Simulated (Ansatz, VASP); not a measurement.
**GaN in VASP and in Ansatz**

File INCAR:

```
ALGO = Normal ; EDIFF = 1E-6
ENCUT = 520 ; GGA = CA
ISIF = 2 ; ISMEAR = -1
LASPH = T ; LCHARG = F
LREAL = F ; LWAVE = F
NBANDS = 16 ; NELM = 60
PREC = Accurate ; SIGMA = 0.05
```

File KPOINTS:

```
k-points
0
Gamma
  17 17 17
```

File POSCAR:

```
GaN
1.0
    0.0000000000      1.9196650653      1.9196650653
    1.9196650653      0.0000000000      1.9196650653
    1.9196650653      1.9196650653      0.0000000000
Ga N
1 1
Direct
    0.0000000000      0.0000000000      0.0000000000
    0.2500000000      0.2500000000      0.2500000000
```

Input for Ansatz:

```yaml
crystal:
  lattice:
    - [0.0, 1.9196650653, 1.9196650653]
    - [1.9196650653, 0.0, 1.9196650653]
    - [1.9196650653, 1.9196650653, 0.0]
  atoms:
    - { symbol: Ga, position: [0.0, 0.0, 0.0] }
    - { symbol: "N", position: [0.25, 0.25, 0.25] }
kpoints:
  mp_grid: { grid: [17, 17, 17] }
scf:
  occupations: { method: fermi_dirac, width: 0.05 }
hamiltonian:
  xc: lda
  pseudopotentials: { kind: paw }
output:
  forces: true
  stress: true
  eigenvalues: true
  populations: true
```

Change from the starting cell: volume scaled by 0.64, PAW files.

Alike in both runs: task single point; functional LDA; k mesh 17 × 17 × 17; occupations fermi-dirac, width 0.05 eV; no spin polarisation.

|  | VASP | Ansatz |
| --- | --- | --- |
| version | VASP 6.6.1 | Ansatz 0.2.0 |
| potentials or method | VASP PAW LDA potentials, release 64 (Ga_d, N) | PAW with Ansatz's default frozen-core files, scalar-relativistic |
| plane-wave cutoff (eV) | 520 | 420 |
| valence electrons in the cell | 18 | 18 |

```csv
,VASP,Ansatz,Ansatz less VASP
gap on the k mesh at the Fermi level (eV),3.34,3.36,+0.019
pressure (GPa),238.0,232.8,-5.14
```

LDA's correlation is that of Perdew and Zunger in VASP and of Perdew and Wang (1992) in Ansatz. Both programs put the cell under a high pressure, so it lies far from rest at this level.

Noted on VASP's run: the cell as given lies far from equilibrium.
